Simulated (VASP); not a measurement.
# KI (Cmcm) in VASP: single point with PBE

Aim: the single point of KI with PBE.

Program: VASP 6.6.1. These are calculated values, not measurements. Logs are shortened: lines on timing, memory, paths and dates and some standing lists are left out, and cuts for length are marked.

## Step 1: The cell of the first run

The structure is orthorhombic, space group Cmcm (No. 63). The conventional cell has a = 5.025 Å, b = 8.510 Å, c = 8.677 Å, α = 90.00°, β = 90.00°, γ = 90.00°. Within 4.7 Å of K (site symmetry 2/m) lie 6 I at 3.59 to 3.62 Å and 2 K at 4.34 Å. I (site symmetry m2m) has 6 K at 3.59 to 3.62 Å within 4.7 Å.

## Step 2: Single point, PBE

File POSCAR:

```
KI
1.0
    2.5126600000     -4.2552270000      0.0000000000
    2.5126600000      4.2552270000      0.0000000000
    0.0000000000      0.0000000000      8.6765890000
K I
2 2
Direct
    0.5000000000      0.5000000000      0.5000000000
    0.5000000000      0.5000000000      0.0000000000
    0.8402300000      0.1597700000      0.2500000000
    0.1597700000      0.8402300000      0.7500000000
```

File INCAR.step1:

```
PREC = Accurate
ENCUT = 520
EDIFF = 1E-6
ISMEAR = 0
SIGMA = 0.05
LREAL = F
LASPH = T
NELM = 100
ALGO = Normal
ISIF = 2
LWAVE = F
LCHARG = T
GGA = PE
NBANDS = 24
```

File KPOINTS.step1:

```
Automatic mesh
0
Gamma
  8 8 4
```

File INCAR.step2:

```
PREC = Accurate
ENCUT = 520
EDIFF = 1E-6
ISMEAR = -5
SIGMA = 0.05
LREAL = F
LASPH = T
NELM = 100
ALGO = Normal
ISIF = 2
LWAVE = F
LCHARG = F
GGA = PE
LORBIT = 11
NEDOS = 2001
ICHARG = 11
```

File KPOINTS.step2:

```
Automatic mesh
0
Gamma
  12 12 6
```

Potentials or basis: VASP PAW PBE potentials, release 64 (K_sv, I).

On the command line:

```
> cat potpaw_PBE.64/K_sv/POTCAR potpaw_PBE.64/I/POTCAR > POTCAR
> cp INCAR.step1 INCAR
> cp KPOINTS.step1 KPOINTS
> mpirun -np 1 vasp_std > vasp.out
> cp INCAR.step2 INCAR
> cp KPOINTS.step2 KPOINTS
> mpirun -np 1 vasp_std > vasp.out
```

OUTCAR:

```text
PREC = Accurate
   ENCUT = 520
   EDIFF = 1E-6
   ISMEAR = -5
   LREAL = F
   LASPH = T
   NELM = 100
   ISIF = 2
   GGA = PE
   LORBIT = 11
   ICHARG = 11

 ion  position               nearest neighbor table
   1  0.500  0.500  0.500-   4 3.59   3 3.59   4 3.59   3 3.59   3 3.62   4 3.62
   2  0.500  0.500  0.000-   4 3.59   3 3.59   4 3.59   3 3.59   3 3.62   4 3.62
   3  0.840  0.160  0.250-   1 3.59   2 3.59   1 3.59   2 3.59   1 3.62   2 3.62
   4  0.160  0.840  0.750-   1 3.59   2 3.59   1 3.59   2 3.59   1 3.62   2 3.62

  LATTYP: Found a base centered orthorhombic cell.
 ALAT       =     5.0253200000
 B/A-ratio  =     1.6935148408
 C/A-ratio  =     1.7265744271

  Lattice vectors:

 A1 = (   2.5126600000,  -4.2552270000,   0.0000000000)
 A2 = (   2.5126600000,   4.2552270000,   0.0000000000)
 A3 = (   0.0000000000,   0.0000000000,   8.6765890000)

Analysis of symmetry for initial positions (statically):
=====================================================================
 Subroutine PRICEL returns:
 Original cell was already a primitive cell.

 Routine SETGRP: Setting up the symmetry group for a
 base centered orthorhombic supercell.

 Subroutine GETGRP returns: Found  8 space group operations
 (whereof  4 operations were pure point group operations)
 out of a pool of  8 trial point group operations.

The static configuration has the point symmetry C_2h.
 The point group associated with its full space group is D_2h.

Analysis of symmetry for dynamics (positions and initial velocities):
=====================================================================
 Subroutine PRICEL returns:
 Original cell was already a primitive cell.

 Routine SETGRP: Setting up the symmetry group for a
 base centered orthorhombic supercell.

 Subroutine GETGRP returns: Found  8 space group operations
 (whereof  4 operations were pure point group operations)
 out of a pool of  8 trial point group operations.

The dynamic configuration has the point symmetry C_2h.
 The point group associated with its full space group is D_2h.

 Subroutine INISYM returns: Found  8 space group operations
 (whereof  4 operations are pure point group operations),
 and found     1 'primitive' translations

----------------------------------------------------------------------------------------

                                     Primitive cell

  volume of cell :     185.5391

  direct lattice vectors                    reciprocal lattice vectors
     2.512660000 -4.255227000  0.000000000     0.198992303 -0.117502545  0.000000000
     2.512660000  4.255227000  0.000000000     0.198992303  0.117502545  0.000000000
     0.000000000  0.000000000  8.676589000     0.000000000  0.000000000  0.115252664

  length of vectors
     4.941701842  4.941701842  8.676589000     0.231094752  0.231094752  0.115252664

  position of ions in fractional coordinates (direct lattice)
     0.500000000  0.500000000  0.500000000
     0.500000000  0.500000000  0.000000000
     0.840230000  0.159770000  0.250000000
     0.159770000  0.840230000  0.750000000

  ion indices of the primitive-cell ions
   primitive index   ion index
                 1           1
                 2           2
                 3           3
                 4           4

----------------------------------------------------------------------------------------

 KPOINTS: Automatic mesh

Automatic generation of k-mesh.
 Grid dimensions read from file:
 generate k-points for:   12   12    6

 Generating k-lattice:

  Cartesian coordinates                     Fractional coordinates (reciprocal lattice)
     0.016582692 -0.009791879  0.000000000     0.083333333 -0.000000000  0.000000000
     0.016582692  0.009791879  0.000000000    -0.000000000  0.083333333  0.000000000
     0.000000000  0.000000000  0.019208777     0.000000000  0.000000000  0.166666667

  Length of vectors
     0.019257896  0.019257896  0.019208777

  Shift w.r.t. Gamma in fractional coordinates (k-lattice)
     0.000000000  0.000000000  0.000000000

 TETIRR: Found   1296 inequivalent tetrahedra from     5184

 Subroutine IBZKPT returns following result:
 ===========================================

 Found    172 irreducible k-points:

 Following reciprocal coordinates:
            Coordinates               Weight
  0.000000  0.000000  0.000000      1.000000
  0.083333 -0.000000  0.000000      4.000000
  0.166667  0.000000  0.000000      4.000000
  0.250000 -0.000000  0.000000      4.000000
  0.333333  0.000000  0.000000      4.000000
  0.416667 -0.000000  0.000000      4.000000
[... 16 lines left out ...]
  0.500000  0.166667  0.000000      4.000000
 -0.416667  0.166667  0.000000      4.000000
 [... further k-points ...]
   k-points           NKPTS =    172   k-points in BZ     NKDIM =    172   number of bands    NBANDS=     20
   number of dos      NEDOS =   2001   number of ions     NIONS =      4
   total plane-waves  NPLWV = 112000
   dimension x,y,z NGX =    40 NGY =   40 NGZ =   70
   dimension x,y,z NGXF=    80 NGYF=   80 NGZF=  140
   ions per type =               2   2
   NGX,Y,Z   is equivalent  to a cutoff of  13.46, 13.46, 13.41 a.u.
   NGXF,Y,Z  is equivalent  to a cutoff of  26.91, 26.91, 26.82 a.u.
 SYSTEM =  unknown system
   PREC   = accura    normal or accurate (medium, high low for compatibility)
   ISTART =      0    job   : 0-new  1-cont  2-samecut
   ICHARG =     11    charge: 1-file 2-atom 10-const
   ISPIN  =      1    spin polarized calculation?
   LNONCOLLINEAR =      F non collinear calculations
   LSORBIT =      F    spin-orbit coupling
   LASPH  =      T    aspherical Exc in radial PAW
   ENCUT  =  520.0 eV  38.22 Ry    6.18 a.u.   9.19  9.19 16.13*2*pi/ulx,y,z
   NELM   =    100;   NELMIN=  2; NELMDL=  0     # of ELM steps
   EDIFF  = 0.1E-05   stopping-criterion for ELM
   LREAL  =      F    real-space projection
[... 7 lines left out ...]
   TEBEG  =    0.0;   TEEND  =   0.0 temperature during run
   PSTRESS=    0.0 pullay stress
   NELECT =      32.0000    total number of electrons
   NUPDOWN=      -1.0000    fix difference up-down
   EMIN   =  10.00;   EMAX   =-10.00  energy-range for DOS
   EFERMI =   0.00;   METHOD = LEGACY
   ISMEAR =    -5;   SIGMA  =   0.05  broadening in eV -4-tet -1-fermi 0-gaus
   EFERMI_NEDOS =   21; number of points for ismear=-14 and -15
   IALGO  =     38    algorithm
   IMIX   =      4    mixing-type and parameters
     AMIX     =   0.40;   BMIX     =  1.00
     AMIX_MAG =   1.60;   BMIX_MAG =  1.00
  volume/ion in A,a.u.               =      46.38       313.02
  Fermi-wavevector in a.u.,A,eV,Ry     =   0.911268  1.722048 11.298416  0.830410
  Thomas-Fermi vector in A             =   2.035528
   LORBIT       =     11    0 simple, 1 ext, 2 COOP (PROOUT), +10 PAW based schemes
   GGA     = PE    functional components
   LHFCALC =     F    Hartree Fock is set to
   AEXX    =    0.0000 exact exchange contribution
   IVDW    =     0    specifies the selected vdW correction
   LEPSILON=     F    determine dielectric tensor
   LRPA    =     F    only Hartree local field effects (RPA)
 non-spin polarized calculation
 Fermi weights with tetrahedron method with Bloechl corrections
  energy-cutoff  :      520.00
  volume of cell :      185.54
 maximum number of plane-waves:      5034
 NGX is ok and might be reduce to    40

 number of electron      31.9999999 magnetization

 Free energy of the ion-electron system (eV)
  ---------------------------------------------------
  ext. energy  EPLUGINS =         0.00000000
  ---------------------------------------------------
  free energy    TOTEN  =       -11.05268747 eV

  energy without entropy =      -11.05268747  energy(sigma->0) =      -11.05268747

 E-fermi :  -0.5681     XC(G=0):  -6.9768

 val. band max:       -0.5680812809   @ k =   0.0000   0.0000   0.0000
 cond. band min:       3.1753820736   @ k =   0.0000   0.0000   0.0000
 fundamental gap:      3.7434633545
 Fermi energy:        -0.5680592489

 k-point     1 :       0.0000    0.0000    0.0000
  band No.  band energies     occupation
      1     -29.3195      2.00000
      2     -29.3154      2.00000
      3     -12.9399      2.00000
      4     -12.8036      2.00000
      5     -12.8002      2.00000
      6     -12.7933      2.00000
[... 12 lines left out ...]
     19       5.1216      0.00000
     20       6.0301      0.00000

 k-point     2 :       0.0833   -0.0000    0.0000
  band No.  band energies     occupation
      1     -29.3194      2.00000
      2     -29.3153      2.00000
      3     -12.9353      2.00000
      4     -12.8084      2.00000
      5     -12.8029      2.00000
      6     -12.7945      2.00000
[... 12 lines left out ...]
     19       5.1594      0.00000
     20       6.0786      0.00000

 k-point     3 :       0.1667    0.0000    0.0000
  band No.  band energies     occupation
      1     -29.3192      2.00000
      2     -29.3151      2.00000
      3     -12.9228      2.00000
      4     -12.8263      2.00000
      5     -12.8050      2.00000
      6     -12.7996      2.00000
[... 12 lines left out ...]
     19       5.3497      0.00000
     20       6.1502      0.00000

 k-point     4 :       0.2500   -0.0000    0.0000
  band No.  band energies     occupation
      1     -29.3188      2.00000
      2     -29.3148      2.00000
      3     -12.9065      2.00000
      4     -12.8490      2.00000
      5     -12.8080      2.00000
      6     -12.8073      2.00000
[... 12 lines left out ...]
     19       5.7955      0.00000
     20       5.8291      0.00000

 k-point     5 :       0.3333    0.0000    0.0000
  band No.  band energies     occupation
      1     -29.3185      2.00000
      2     -29.3145      2.00000
      3     -12.8961      2.00000
      4     -12.8645      2.00000
      5     -12.8167      2.00000
      6     -12.8097      2.00000
[... 12 lines left out ...]
     19       5.4567      0.00000
     20       6.2563      0.00000

 k-point     6 :       0.4167   -0.0000    0.0000
  band No.  band energies     occupation
      1     -29.3182      2.00000
      2     -29.3143      2.00000
      3     -12.9015      2.00000
      4     -12.8620      2.00000
      5     -12.8231      2.00000
      6     -12.8114      2.00000
[... 12 lines left out ...]
     19       5.1863      0.00000
     20       6.2742      0.00000

 k-point     7 :       0.5000   -0.0000    0.0000
  band No.  band energies     occupation
      1     -29.3181      2.00000
      2     -29.3142      2.00000
      3     -12.9058      2.00000
      4     -12.8586      2.00000
      5     -12.8254      2.00000
      6     -12.8120      2.00000
[... 12 lines left out ...]
     19       5.1372      0.00000
     20       6.2328      0.00000
[... 277 lines left out ...]
 k-point    20 :       0.2500    0.1667    0.0000
  band No.  band energies     occupation
      1     -29.3184      2.00000
      2     -29.3144      2.00000
      3     -12.8844      2.00000
      4     -12.8684      2.00000
      5     -12.8208      2.00000
      6     -12.8143      2.00000
[... 12 lines left out ...]
     19       5.6166      0.00000
     20       5.7978      0.00000

 k-point    21 :       0.3333    0.1667    0.0000
  band No.  band energies     occupation
      1     -29.3181      2.00000
      2     -29.3142      2.00000
      3     -12.8883      2.00000
      4     -12.8627      2.00000
      5     -12.8267      2.00000
      6     -12.8195      2.00000
[... 12 lines left out ...]
     19       5.3617      0.00000
     20       6.1417      0.00000

 k-point    22 :       0.4167    0.1667    0.0000
  band No.  band energies     occupation
      1     -29.3180      2.00000
      2     -29.3141      2.00000
      3     -12.8917      2.00000
      4     -12.8588      2.00000
      5     -12.8284      2.00000
      6     -12.8223      2.00000
[... 12 lines left out ...]
     19       5.3490      0.00000
     20       6.2031      0.00000

 k-point    23 :       0.5000    0.1667    0.0000
  band No.  band energies     occupation
      1     -29.3181      2.00000
      2     -29.3141      2.00000
      3     -12.8881      2.00000
      4     -12.8651      2.00000
      5     -12.8240      2.00000
      6     -12.8220      2.00000
[... 12 lines left out ...]
     19       5.3549      0.00000
     20       6.0618      0.00000

 k-point    24 :      -0.4167    0.1667    0.0000
  band No.  band energies     occupation
      1     -29.3183      2.00000
      2     -29.3143      2.00000
      3     -12.8849      2.00000
      4     -12.8707      2.00000
      5     -12.8188      2.00000
      6     -12.8173      2.00000
[... 12 lines left out ...]
     19       5.6068      0.00000
     20       5.7018      0.00000

 [... further k-points ...]

------------------------ aborting loop because EDIFF is reached ----------------------------------------

  FORCE on cell =-STRESS in cart. coord.  units (eV):
  Direction    XX          YY          ZZ          XY          YZ          ZX
  --------------------------------------------------------------------------------------
  -------------------------------------------------------------------------------------
  Total       -0.0053731      0.0515483      0.0366847      0.0000000      0.0000000      0.0000000
  in kB       -0.0463978      0.4451326      0.3167817      0.0000000      0.0000000      0.0000000
  external PRESSURE =       0.2385055 kB  Pullay stress =       0.0000000 kB

 VOLUME and BASIS-vectors are now :
 -----------------------------------------------------------------------------
  energy-cutoff  :      520.00
  volume of cell :      185.54
      direct lattice vectors                 reciprocal lattice vectors
     2.512660000 -4.255227000  0.000000000     0.198992303 -0.117502545  0.000000000
     2.512660000  4.255227000  0.000000000     0.198992303  0.117502545  0.000000000
     0.000000000  0.000000000  8.676589000     0.000000000  0.000000000  0.115252664

 POSITION                                       TOTAL-FORCE (eV/Angst)
 -----------------------------------------------------------------------------------
      2.51266      0.00000      4.33829         0.000000     -0.000000     -0.000000
      2.51266      0.00000      0.00000         0.000000     -0.000000     -0.000000
      2.51266     -2.89551      2.16915         0.000000      0.032664      0.000000
      2.51266      2.89551      6.50744         0.000000     -0.032664     -0.000000
 -----------------------------------------------------------------------------------
    total drift:                               -0.000000     -0.000000     -0.000000

  FREE ENERGIE OF THE ION-ELECTRON SYSTEM (eV)
  ---------------------------------------------------
  free  energy   TOTEN  =       -11.0526874659 eV

  energy  without entropy=      -11.0526874659  energy(sigma->0) =      -11.05268747

 total charge

# of ion       s       p       d       tot
------------------------------------------
    1        1.956   5.576   0.020   7.552
    2        1.956   5.576   0.020   7.552
    3        1.492   2.847   0.001   4.340
    4        1.492   2.847   0.001   4.340
--------------------------------------------------
tot          6.897  16.845   0.042  23.784
```

It took 6.2 min on 1 thread of Intel Xeon 6975P-C (Granite Rapids), shared host; peak memory 0.72 GiB.

Results:

| Item | Value |
| --- | --- |
| Valence electrons inside the program's atomic spheres | K 7.55; I 4.34 |

Caveat: spin-orbit coupling is left out, which moves the levels of the heavy elements.
